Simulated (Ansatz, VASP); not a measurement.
## Zr4Ag: VASP beside Ansatz

```
Zr Ag
1.0
     5.14316    0.00000    0.00000
     0.00000    5.14316    0.00000
     0.00000    0.00000    5.14316
Zr Ag
4 1
Direct
  0.00000 0.50000 0.50000
  0.50000 0.00000 0.50000
  0.50000 0.50000 0.00000
  0.50000 0.50000 0.50000
  0.00000 0.00000 0.00000
```

Alike in both runs: functional PBE; k mesh 4 × 4 × 4; occupations gaussian, width 0.2 eV; no spin polarisation.

Ansatz relaxed the structure, and its values are those at the end. VASP's run is a single point on that final structure, the one shown.

|  | VASP | Ansatz |
| --- | --- | --- |
| version | VASP 6.6.1 | Ansatz 0.2.0 |
| potentials or method | VASP PAW PBE potentials, release 64 (Zr_sv, Ag), cutoff 520 eV | scalar-relativistic, plane waves, PAW |
| valence electrons in the cell | 59 | 67 |

|  | VASP | Ansatz | Ansatz less VASP |
| --- | --- | --- | --- |
| gap on the k mesh at the Fermi level (eV) | none | none | - |
| pressure (GPa) | 0.3 | 0.2 | -0.11 |

A gap of «none» marks a metal or a gap that the smearing closes. With one functional, cell and mesh, what is left measures potentials, basis and numerics. VASP's potentials hold 59 valence electrons a cell and Ansatz's 67, so a difference there can come from the potentials and not from the codes.
